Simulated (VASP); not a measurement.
A run of VASP 6.6.1 is set up as follows.

Contents of POSCAR:

```
C
1.0
    0.0000000000      1.7835000000      1.7835000000
    1.7835000000      0.0000000000      1.7835000000
    1.7835000000      1.7835000000      0.0000000000
C
2
Direct
    0.0000000000      0.0000000000      0.0000000000
    0.2500000000      0.2500000000      0.2500000000
```

File INCAR.step1:

```
SYSTEM = C
ALGO     = Normal         ! electronic algorithm
EDIFF    = 1E-8           ! SCF threshold, eV
ENCUT    = 500            ! plane-wave cutoff, eV
GGA      = PE             ! functional
ISMEAR   = 0              ! smearing method
LASPH    = .True.         ! aspherical terms in the spheres
LCHARG   = .False.        ! write CHGCAR
LREAL    = .False.        ! projectors in reciprocal space
LWAVE    = .True.         ! write WAVECAR
NELM     = 80             ! most SCF steps
PREC     = Accurate       ! precision mode
SIGMA    = 0.01           ! smearing width, eV
```

File INCAR.step2:

```
SYSTEM = C
ALGO     = Exact          ! electronic algorithm
EDIFF    = 1E-8           ! SCF threshold, eV
ENCUT    = 500            ! plane-wave cutoff, eV
GGA      = PE             ! functional
ISMEAR   = 0              ! smearing method
ISTART   = 1            
LASPH    = .True.         ! aspherical terms in the spheres
LCHARG   = .False.        ! write CHGCAR
LOPTICS  = .True.         ! frequency-dependent dielectric function
LREAL    = .False.        ! projectors in reciprocal space
LWAVE    = .True.         ! write WAVECAR
NBANDS   = 627            ! bands
NELM     = 1              ! most SCF steps
PREC     = Accurate       ! precision mode
SIGMA    = 0.01           ! smearing width, eV
```

File INCAR.step3:

```
SYSTEM = C
ALGO     = EVGW0          ! electronic algorithm
EDIFF    = 1E-8           ! SCF threshold, eV
ENCUT    = 500            ! plane-wave cutoff, eV
ENCUTGW  = 200            ! cutoff of the response function
GGA      = PE             ! functional
ISMEAR   = 0              ! smearing method
ISTART   = 1            
LASPH    = .True.         ! aspherical terms in the spheres
LCHARG   = .False.        ! write CHGCAR
LREAL    = .False.        ! projectors in reciprocal space
LWAVE    = .False.        ! write WAVECAR
NBANDS   = 627            ! bands
NBANDSGW = 12           
NELMGW   = 1            
NOMEGA   = 48             ! frequency points
PREC     = Accurate       ! precision mode
PRECFOCK = Fast         
SIGMA    = 0.01           ! smearing width, eV
```

Contents of KPOINTS:

```
k-points
0
Gamma
  2 2 2
  0 0 0
```

Potentials or basis: VASP PAW PBE potentials, release 64 (C_GW).

The run is started by

```console
$ cat potpaw_PBE.64/C_GW/POTCAR > POTCAR
$ cp INCAR.step1 INCAR
$ mpirun -np 1 vasp_std > vasp.out
$ cp INCAR.step2 INCAR
$ mpirun -np 1 vasp_std > vasp.out
$ cp INCAR.step3 INCAR
$ mpirun -np 1 vasp_std > vasp.out
```

Problem. What does it give for the quasiparticle gap?

Solution. 5.38 eV.

Problem. Predict the least direct quasiparticle gap.

Solution. 7.01 eV.

Problem. Estimate the least direct gap of the starting levels on the mesh.

Solution. 5.50 eV.

Problem. Predict the band gap of the starting levels on the mesh.

Solution. 4.56 eV.

Caveat: the k points lie up to 1.53 Å⁻¹ apart, too coarse for converged energies, forces and pressures; bands, screening cutoff and mesh are small and nothing is extrapolated, so the quasiparticle values aren't converged.
